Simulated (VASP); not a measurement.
# YN (Fm-3m) in VASP: further runs

YN is run at these levels: PBE; tasks: single point.

All numbers are computed with VASP 6.6.1; they aren't measurements. Logs are shortened: lines on timing, memory, paths and dates and some standing lists are left out, and cuts for length are marked.

## (1) The cell of the first run

It takes space group Fm-3m (No. 225, cubic). The conventional cell has a = 3.871 Å, b = 3.871 Å, c = 3.871 Å, α = 90.00°, β = 90.00°, γ = 90.00°. Within 2.6 Å of Y (site symmetry m-3m) lie 6 N at 1.94 Å. N (site symmetry m-3m) has 6 Y at 1.94 Å within 2.6 Å.

## (2) Single point, PBE

The input, INCAR:

```
PREC = Accurate
ENCUT = 600
EDIFF = 1E-6
ISMEAR = -1
SIGMA = 0.03
LREAL = F
LASPH = T
NELM = 120
ALGO = Normal
ISIF = 2
LWAVE = F
LCHARG = F
GGA = PE
NBANDS = 15
GGA_COMPAT = F
```

The input, KPOINTS:

```
Automatic mesh
0
Gamma
  10 10 10
```

The input, POSCAR:

```
YN
1.0
    0.0000000000      1.9354387326      1.9354387326
    1.9354387326      0.0000000000      1.9354387326
    1.9354387326      1.9354387326      0.0000000000
Y N
1 1
Direct
    0.0000000000      0.0000000000      0.0000000000
    0.5000000000      0.5000000000      0.5000000000
```

Potentials or basis: VASP PAW PBE potentials, release 64 (Y_sv, N).

Launch:

```console
cat potpaw_PBE.64/Y_sv/POTCAR potpaw_PBE.64/N/POTCAR > POTCAR
mpirun -np 1 vasp_std > vasp.out
```

OUTCAR:

```text
PREC = Accurate
   ENCUT = 600
   EDIFF = 1E-6
   ISMEAR = -1
   LREAL = F
   LASPH = T
   NELM = 120
   ISIF = 2
   GGA = PE

 ion  position               nearest neighbor table
   1  0.000  0.000  0.000-   2 1.94   2 1.94   2 1.94   2 1.94   2 1.94   2 1.94
   2  0.500  0.500  0.500-   1 1.94   1 1.94   1 1.94   1 1.94   1 1.94   1 1.94

  LATTYP: Found a face centered cubic cell.
 ALAT       =     3.8708774652

  Lattice vectors:

 A1 = (   0.0000000000,   1.9354387326,   1.9354387326)
 A2 = (   1.9354387326,   0.0000000000,   1.9354387326)
 A3 = (   1.9354387326,   1.9354387326,   0.0000000000)

Analysis of symmetry for initial positions (statically):
=====================================================================
 Subroutine PRICEL returns:
 Original cell was already a primitive cell.

 Routine SETGRP: Setting up the symmetry group for a
 face centered cubic supercell.

 Subroutine GETGRP returns: Found 48 space group operations
 (whereof 48 operations were pure point group operations)
 out of a pool of 48 trial point group operations.

The static configuration has the point symmetry O_h .

Analysis of symmetry for dynamics (positions and initial velocities):
=====================================================================
 Subroutine PRICEL returns:
 Original cell was already a primitive cell.

 Routine SETGRP: Setting up the symmetry group for a
 face centered cubic supercell.

 Subroutine GETGRP returns: Found 48 space group operations
 (whereof 48 operations were pure point group operations)
 out of a pool of 48 trial point group operations.

The dynamic configuration has the point symmetry O_h .

 Subroutine INISYM returns: Found 48 space group operations
 (whereof 48 operations are pure point group operations),
 and found     1 'primitive' translations

----------------------------------------------------------------------------------------

                                     Primitive cell

  volume of cell :      14.5000

  direct lattice vectors                    reciprocal lattice vectors
     0.000000000  1.935438733  1.935438733    -0.258339358  0.258339358  0.258339358
     1.935438733  0.000000000  1.935438733     0.258339358 -0.258339358  0.258339358
     1.935438733  1.935438733  0.000000000     0.258339358  0.258339358 -0.258339358

  length of vectors
     2.737123705  2.737123705  2.737123705     0.447456894  0.447456894  0.447456894

  position of ions in fractional coordinates (direct lattice)
     0.000000000  0.000000000  0.000000000
     0.500000000  0.500000000  0.500000000

  ion indices of the primitive-cell ions
   primitive index   ion index
                 1           1
                 2           2

----------------------------------------------------------------------------------------

 KPOINTS: Automatic mesh

Automatic generation of k-mesh.
 Grid dimensions read from file:
 generate k-points for:   10   10   10

 Generating k-lattice:

  Cartesian coordinates                     Fractional coordinates (reciprocal lattice)
    -0.025833936  0.025833936  0.025833936     0.100000000  0.000000000  0.000000000
     0.025833936 -0.025833936  0.025833936     0.000000000  0.100000000  0.000000000
     0.025833936  0.025833936 -0.025833936     0.000000000  0.000000000  0.100000000

  Length of vectors
     0.044745689  0.044745689  0.044745689

  Shift w.r.t. Gamma in fractional coordinates (k-lattice)
     0.000000000  0.000000000  0.000000000

 Subroutine IBZKPT returns following result:
 ===========================================

 Found     47 irreducible k-points:

 Following reciprocal coordinates:
            Coordinates               Weight
  0.000000  0.000000  0.000000      1.000000
  0.100000  0.000000  0.000000      8.000000
  0.200000  0.000000  0.000000      8.000000
  0.300000  0.000000  0.000000      8.000000
  0.400000  0.000000  0.000000      8.000000
  0.500000  0.000000  0.000000      4.000000
[... 16 lines left out ...]
  0.300000  0.300000  0.000000      6.000000
  0.400000  0.300000  0.000000     24.000000
 [... further k-points ...]
   k-points           NKPTS =     47   k-points in BZ     NKDIM =     47   number of bands    NBANDS=     15
   number of dos      NEDOS =    301   number of ions     NIONS =      2
   total plane-waves  NPLWV =  13824
   dimension x,y,z NGX =    24 NGY =   24 NGZ =   24
   dimension x,y,z NGXF=    48 NGYF=   48 NGZF=   48
   ions per type =               1   1
   NGX,Y,Z   is equivalent  to a cutoff of  14.58, 14.58, 14.58 a.u.
   NGXF,Y,Z  is equivalent  to a cutoff of  29.15, 29.15, 29.15 a.u.
 SYSTEM =  unknown system
   PREC   = accura    normal or accurate (medium, high low for compatibility)
   ISTART =      0    job   : 0-new  1-cont  2-samecut
   ICHARG =      2    charge: 1-file 2-atom 10-const
   ISPIN  =      1    spin polarized calculation?
   LNONCOLLINEAR =      F non collinear calculations
   LSORBIT =      F    spin-orbit coupling
   LASPH  =      T    aspherical Exc in radial PAW
   ENCUT  =  600.0 eV  44.10 Ry    6.64 a.u.   5.47  5.47  5.47*2*pi/ulx,y,z
   NELM   =    120;   NELMIN=  2; NELMDL= -5     # of ELM steps
   EDIFF  = 0.1E-05   stopping-criterion for ELM
   LREAL  =      F    real-space projection
   EDIFFG = 0.1E-04   stopping-criterion for IOM
   NSW    =      0    number of steps for IOM
   IBRION =     -1    ionic relax: 0-MD 1-quasi-New 2-CG
   NFREE  =      0    steps in history (QN), initial steepest desc. (CG)
   ISIF   =      2    stress and relaxation
   ISYM   =      2    0-nonsym 1-usesym 2-fastsym
   POTIM  = 0.5000    time-step for ionic-motion
   TEBEG  =    0.0;   TEEND  =   0.0 temperature during run
   PSTRESS=    0.0 pullay stress
   NELECT =      16.0000    total number of electrons
   NUPDOWN=      -1.0000    fix difference up-down
   EMIN   =  10.00;   EMAX   =-10.00  energy-range for DOS
   EFERMI =   0.00;   METHOD = LEGACY
   ISMEAR =    -1;   SIGMA  =   0.03  broadening in eV -4-tet -1-fermi 0-gaus
   EFERMI_NEDOS =   21; number of points for ismear=-14 and -15
   IALGO  =     38    algorithm
   IMIX   =      4    mixing-type and parameters
     AMIX     =   0.40;   BMIX     =  1.00
     AMIX_MAG =   1.60;   BMIX_MAG =  1.00
  volume/ion in A,a.u.               =       7.25        48.93
  Fermi-wavevector in a.u.,A,eV,Ry     =   1.691708  3.196865 38.938185  2.861876
  Thomas-Fermi vector in A             =   2.773426
   LORBIT       =      0    0 simple, 1 ext, 2 COOP (PROOUT), +10 PAW based schemes
   GGA     = PE    functional components
   LHFCALC =     F    Hartree Fock is set to
   AEXX    =    0.0000 exact exchange contribution
   IVDW    =     0    specifies the selected vdW correction
   LEPSILON=     F    determine dielectric tensor
   LRPA    =     F    only Hartree local field effects (RPA)
 non-spin polarized calculation
  energy-cutoff  :      600.00
  volume of cell :       14.50
 maximum number of plane-waves:       531
 NGX is ok and might be reduce to    24

 number of electron      16.0000001 magnetization

 Free energy of the ion-electron system (eV)
  ---------------------------------------------------
  ext. energy  EPLUGINS =         0.00000000
  ---------------------------------------------------
  free energy    TOTEN  =        -6.32341524 eV

  energy without entropy =       -6.32175202  energy(sigma->0) =       -6.32258363

 E-fermi :  11.0672     XC(G=0): -15.1196

 val. band max:       11.0195535323   @ k =   0.4000   0.4000   0.0000
 cond. band min:      11.0750851778   @ k =   0.5000   0.5000   0.0000
 fundamental gap:      0.0555316455
 Fermi energy:        11.0672278669

 k-point     1 :       0.0000    0.0000    0.0000
  band No.  band energies     occupation
      1     -30.8542      2.00000
      2      -7.6758      2.00000
      3      -7.6758      2.00000
      4      -7.6758      2.00000
      5      -3.7962      2.00000
      6       9.4644      2.00000
      7       9.4644      2.00000
      8       9.4644      2.00000
      9      12.9691      0.00000
     10      12.9691      0.00000
     11      12.9691      0.00000
     12      17.3322      0.00000
     13      17.3322      0.00000
     14      22.0259      0.00000
     15      22.5994      0.00000

 k-point     2 :       0.1000    0.0000    0.0000
  band No.  band energies     occupation
      1     -30.7060      2.00000
      2      -9.0354      2.00000
      3      -7.7093      2.00000
      4      -7.7093      2.00000
      5      -2.6107      2.00000
      6       8.5533      2.00000
      7       8.5533      2.00000
      8       8.6802      2.00000
      9      13.1432      0.00000
     10      13.4784      0.00000
     11      13.4784      0.00000
     12      18.6481      0.00000
     13      18.6481      0.00000
     14      23.1762      0.00000
     15      23.4796      0.00000

 k-point     3 :       0.2000    0.0000    0.0000
  band No.  band energies     occupation
      1     -30.2949      2.00000
      2     -11.3167      2.00000
      3      -7.7915      2.00000
      4      -7.7915      2.00000
      5      -0.8307      2.00000
      6       6.8865      2.00000
      7       6.8865      2.00000
      8       7.0747      2.00000
      9      13.8031      0.00000
     10      14.8559      0.00000
     11      14.8559      0.00000
     12      21.5865      0.00000
     13      21.5865      0.00000
     14      24.4159      0.00000
     15      27.1145      0.00000

 k-point     4 :       0.3000    0.0000    0.0000
  band No.  band energies     occupation
      1     -29.7308      2.00000
      2     -13.4211      2.00000
      3      -7.8823      2.00000
      4      -7.8823      2.00000
      5       0.6042      2.00000
      6       5.4151      2.00000
      7       5.4151      2.00000
      8       5.4456      2.00000
      9      15.2669      0.00000
     10      16.9321      0.00000
     11      16.9321      0.00000
     12      24.9605      0.00000
     13      25.0275      0.00000
     14      25.0275      0.00000
     15      31.8162      0.00000
[... 307 lines left out ...]
 k-point    22 :      -0.2000    0.2000    0.0000
  band No.  band energies     occupation
      1     -29.5432      2.00000
      2     -13.0603      2.00000
      3      -9.8292      2.00000
      4      -7.6798      2.00000
      5       0.5948      2.00000
      6       4.5572      2.00000
      7       4.8426      2.00000
      8       8.8840      2.00000
      9      14.4663      0.00000
     10      15.6847      0.00000
     11      20.0846      0.00000
     12      21.5652      0.00000
     13      25.9930      0.00000
     14      27.6757      0.00000
     15      32.2945      0.00000

 k-point    23 :       0.3000    0.3000    0.0000
  band No.  band energies     occupation
      1     -29.3704      2.00000
      2     -12.3812      2.00000
      3      -9.3927      2.00000
      4      -9.3927      2.00000
      5      -3.3782      2.00000
      6       7.7448      2.00000
      7       8.4016      2.00000
      8       9.9978      2.00000
      9       9.9978      2.00000
     10      19.6359      0.00000
     11      20.9436      0.00000
     12      20.9436      0.00000
     13      23.5986      0.00000
     14      29.4833      0.00000
     15      33.4001      0.00000

 k-point    24 :       0.4000    0.3000    0.0000
  band No.  band energies     occupation
      1     -28.9707      2.00000
      2     -13.1048      2.00000
      3      -9.9665      2.00000
      4      -9.6031      2.00000
      5      -4.0302      2.00000
      6       8.0297      2.00000
      7       9.1980      2.00000
      8       9.6091      2.00000
      9      10.3691      2.00000
     10      21.3498      0.00000
     11      22.1561      0.00000
     12      22.4981      0.00000
     13      24.9747      0.00000
     14      29.3125      0.00000
     15      33.9560      0.00000

 [... further k-points ...]
[... 5 lines left out ...]
  --------------------------------------------------------------------------------------
  -------------------------------------------------------------------------------------
  Total       40.0726187     40.0726187     40.0726187      0.0000000      0.0000000      0.0000000
  in kB     4427.8207081   4427.8207081   4427.8207081      0.0000000      0.0000000      0.0000000
  external PRESSURE =    4427.8207081 kB  Pullay stress =       0.0000000 kB

 VOLUME and BASIS-vectors are now :
 -----------------------------------------------------------------------------
  energy-cutoff  :      600.00
  volume of cell :       14.50
      direct lattice vectors                 reciprocal lattice vectors
     0.000000000  1.935438733  1.935438733    -0.258339358  0.258339358  0.258339358
     1.935438733  0.000000000  1.935438733     0.258339358 -0.258339358  0.258339358
     1.935438733  1.935438733  0.000000000     0.258339358  0.258339358 -0.258339358

 POSITION                                       TOTAL-FORCE (eV/Angst)
 -----------------------------------------------------------------------------------
      0.00000      0.00000      0.00000        -0.000000      0.000000      0.000000
      1.93544      1.93544      1.93544         0.000000     -0.000000     -0.000000
 -----------------------------------------------------------------------------------
    total drift:                                0.000000     -0.000000     -0.000000

  FREE ENERGIE OF THE ION-ELECTRON SYSTEM (eV)
  ---------------------------------------------------
  free  energy   TOTEN  =        -6.3234152445 eV

  energy  without entropy=       -6.3217520202  energy(sigma->0) =       -6.32258363
```

Run time: 13 s. Hardware: 1 thread of Intel Xeon Platinum 8259CL at 2.50GHz (Skylake/Cascade Lake), shared host; peak memory 0.17 GiB.

What came out:

| Item | Value |
| --- | --- |
| Free energy | -6.3234 eV |
| Pressure | 442.8 GPa |
| Band gap on the k mesh | zero (band 8 reaches 11.54 eV, above the bottom of band 9 at 10.00 eV) |

Levels at points of the mesh, in eV from the Fermi level:
```csv
k point,band 6,band 7,band 8,band 9,band 10,band 11
"(0.00, 0.00, 0.00)",-1.60,-1.60,-1.60,1.90,1.90,1.90
"(0.50, 0.00, 0.00)",-7.81,-6.95,-6.95,8.37,9.62,9.62
"(0.50, 0.50, 0.00)",-4.03,0.01,0.01,1.54,10.40,13.43
```

## (3) Single point, PBE

The input, INCAR:

```
SYSTEM = YN
PREC = Accurate
ENCUT = 600
EDIFF = 1E-6
ISMEAR = -1
SIGMA = 0.03
LREAL = .False.
LASPH = .True.
NELM = 120
ALGO = Normal
ISIF = 2
LWAVE = .False.
LCHARG = .True.
GGA = PE
LELF = .True.
LVHAR = .True.
NBANDS = 15
GGA_COMPAT = .False.
```

The input, KPOINTS:

```
regular mesh
0
Gamma
  10 10 10
  0 0 0
```

POSCAR is that of step 2.

Potentials or basis: VASP PAW PBE potentials, release 64 (Y_sv, N).

Launch:

```console
cat potpaw_PBE.64/Y_sv/POTCAR potpaw_PBE.64/N/POTCAR > POTCAR
mpirun -np 1 vasp_std > vasp.out
```

It took 13 s on 1 thread of Intel Xeon Platinum 8259CL at 2.50GHz (Skylake/Cascade Lake), shared host; peak memory 0.17 GiB.

The run converged. Its results:

```
Free energy            : -6.3234 eV
Pressure               : 442.8 GPa
Band gap on the k mesh : zero (band 8 reaches 11.54 eV, above the bottom of band 9 at 10.00 eV)
```

Levels at points of the mesh, in eV from the Fermi level:
| k point | band 4 | band 5 | band 6 | band 7 | band 8 | band 9 | band 10 | band 11 | band 12 | band 13 |
| --- | --- | --- | --- | --- | --- | --- | --- | --- | --- | --- |
| (0.00, 0.00, 0.00) | -18.74 | -14.86 | -1.60 | -1.60 | -1.60 | 1.90 | 1.90 | 1.90 | 6.26 | 6.26 |
| (0.50, 0.00, 0.00) | -19.04 | -8.70 | -7.81 | -6.95 | -6.95 | 8.37 | 9.62 | 9.62 | 10.74 | 18.20 |
| (0.50, 0.50, 0.00) | -21.22 | -17.40 | -4.03 | 0.01 | 0.01 | 1.54 | 10.40 | 13.43 | 13.43 | 16.06 |

## (4) Single point, PBE

This run uses another cell than the first one, of 7.98 Å³/atom, 1.100 times its volume.

The input, INCAR:

```
PREC     = Accurate       # precision mode
ENCUT    = 600            # plane-wave cutoff, eV
EDIFF    = 1E-6           # SCF threshold, eV
ISMEAR   = -1             # smearing method
SIGMA    = 0.03           # smearing width, eV
LREAL    = False          # projectors in reciprocal space
LASPH    = True           # aspherical terms in the spheres
NELM     = 120            # most SCF steps
ALGO     = Normal         # electronic algorithm
ISIF     = 2              # what is computed and relaxed
LWAVE    = False          # write WAVECAR
LCHARG   = False          # write CHGCAR
GGA      = PE             # functional
NBANDS   = 15             # bands
GGA_COMPAT= False
```

The input, KPOINTS:

```
regular mesh
0
Gamma
  10 10 10
```

The input, POSCAR:

```
YN
1.0
    0.0000000000      1.9979149184      1.9979149184
    1.9979149184      0.0000000000      1.9979149184
    1.9979149184      1.9979149184      0.0000000000
Y N
1 1
Direct
    0.0000000000      0.0000000000      0.0000000000
    0.5000000000      0.5000000000      0.5000000000
```

Launch:

```console
cat potpaw_PBE.64/Y_sv/POTCAR potpaw_PBE.64/N/POTCAR > POTCAR
mpirun -np 1 vasp_std > vasp.out
```

Run time: 13 s. Hardware: 1 thread of Intel Xeon Platinum 8259CL at 2.50GHz (Skylake/Cascade Lake), shared host; peak memory 0.16 GiB.

The run converged. Its results:

```
Free energy            : -9.7728 eV
Pressure               : 327.2 GPa
Band gap on the k mesh : zero (band 8 reaches 10.30 eV, above the bottom of band 9 at 8.84 eV)
```

Levels at points of the mesh, in eV from the Fermi level:
```
           k point  band 6  band 7  band 8  band 9  band 10  band 11
(0.00, 0.00, 0.00)   -1.00   -1.00   -1.00    2.58     2.58     2.58
(0.50, 0.00, 0.00)   -6.92   -5.73   -5.73    8.32     9.51     9.51
(0.50, 0.50, 0.00)   -2.86    0.12    0.12    1.07    10.25    12.91
```

## (5) Single point, PBE

The input, INCAR:

```
SYSTEM = YN
PREC = Accurate
ENCUT = 600
EDIFF = 1E-6
ISMEAR = -1
SIGMA = 0.03
LREAL = .False.
LASPH = .True.
NELM = 120
ALGO = Normal
ISIF = 2
LWAVE = .False.
LCHARG = .False.
GGA = PE
NBANDS = 15
GGA_COMPAT = .False.
```

The input, KPOINTS:

```
regular mesh
0
Gamma
  10 10 10
  0 0 0
```

POSCAR is that of step 4.

Launch:

```console
cat potpaw_PBE.64/Y_sv/POTCAR potpaw_PBE.64/N/POTCAR > POTCAR
mpirun -np 1 vasp_std > vasp.out
```

Wall time 12 s (1 thread of Intel Xeon Platinum 8259CL at 2.50GHz (Skylake/Cascade Lake), shared host); peak memory 0.16 GiB.

It converged, with:

```
Free energy            : -9.7728 eV
Pressure               : 327.2 GPa
Band gap on the k mesh : zero (band 8 reaches 10.30 eV, above the bottom of band 9 at 8.84 eV)
```

Levels at points of the mesh, in eV from the Fermi level:
| k point | band 4 | band 5 | band 6 | band 7 | band 8 | band 9 | band 10 | band 11 | band 12 | band 13 |
| --- | --- | --- | --- | --- | --- | --- | --- | --- | --- | --- |
| (0.00, 0.00, 0.00) | -18.48 | -14.53 | -1.00 | -1.00 | -1.00 | 2.58 | 2.58 | 2.58 | 6.54 | 6.54 |
| (0.50, 0.00, 0.00) | -18.76 | -8.93 | -6.92 | -5.73 | -5.73 | 8.32 | 9.51 | 9.51 | 10.41 | 17.80 |
| (0.50, 0.50, 0.00) | -20.45 | -16.19 | -2.86 | 0.12 | 0.12 | 1.07 | 10.25 | 12.91 | 12.91 | 14.82 |
